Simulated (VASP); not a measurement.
## Sr3CO: single point with PBEsol

Sr3CO:

```
CELL_PARAMETERS angstrom
4.88530 0.00000 0.00000
0.00000 4.88530 0.00000
0.00000 0.00000 4.88530
ATOMIC_POSITIONS crystal
C 0.00000 0.00000 0.00000
O 0.50000 0.50000 0.50000
Sr 0.50000 0.50000 0.00000
Sr 0.50000 0.00000 0.50000
Sr 0.00000 0.50000 0.50000
```

This cell differs from its parent crystal: volume scaled by 1.046 of the coarse rest volume.

```yaml
Program: VASP 6.6.1
Task: single point
Functional: PBEsol
Potentials_or_basis: VASP PAW PBE potentials, release 64 (C, O, Sr_sv)
Cutoff: 520 eV
k_mesh: 8 × 8 × 8
Occupations: fermi-dirac, width 0.15 eV
Spin: no spin polarisation
```

```json
{
  "Pressure": "-1.3 GPa",
  "Band gap on the k mesh": "zero (filled and empty bands touch)"
}
```

Levels at points of the mesh, in eV from the Fermi level:
```
           k point  band 18  band 19  band 20  band 21  band 22  band 23
(0.00, 0.00, 0.00)    -0.32     0.02     0.02     0.02     0.06     0.06
(0.50, 0.00, 0.00)    -2.36    -0.68    -0.68     0.76     1.38     1.59
(0.50, 0.50, 0.00)    -1.49    -1.49    -0.96     2.36     2.36     2.45
(0.50, 0.50, 0.50)    -0.63    -0.63    -0.63     1.24     1.24     1.24
```

Wall time 94 s on 1 thread of Intel(R) Xeon(R) Platinum 8259CL CPU @ 2.50GHz (Skylake/Cascade Lake), on a shared host, peak memory 0.26 GiB.

Caveat: the PAW data sets were made with another functional, which shifts forces and pressure a little.
